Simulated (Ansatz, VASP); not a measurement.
# Two plane-wave programs on FePt

```
Pt Fe
1.0
     2.72350    0.00000    0.00000
     0.00000    2.72350    0.00000
     0.00000    0.00000    3.72000
Pt Fe
1 1
Cartesian
  1.3618 1.3618 1.8600
  0.0000 0.0000 0.0000
```

Alike in both runs: task single point; functional PBE; k mesh 10 × 10 × 7; occupations gaussian, width 0.025 eV; collinear spin.

|  | VASP | Ansatz |
| --- | --- | --- |
| version | VASP 6.6.1 | Ansatz 0.2.0 |
| potentials or method | VASP PAW PBE potentials, release 64 (Pt, Fe) | Ansatz PAW |
| plane-wave cutoff (eV) | 600 | 420 |
| valence electrons in the cell | 18 | 34 |

```csv
,VASP,Ansatz,Ansatz less VASP
gap on the k mesh at the Fermi level (eV),none,none,-
pressure (GPa),2.9,3.3,+0.45
"traceless stress, the component that is largest in VASP (GPa)",0.35,0.29,-0.064
net moment per atom (μB),1.63,1.64,+0.006
size of the moment on the site where the two differ most (μB),0.33,0.39,+0.062
```

Site moments also hang on the region over which each program counts them. A gap of «none» marks a metal or a gap that the smearing closes. VASP's potentials hold 18 valence electrons a cell and Ansatz's 34, so a difference there can come from the potentials and not from the codes.

Spin-orbit coupling is off throughout.
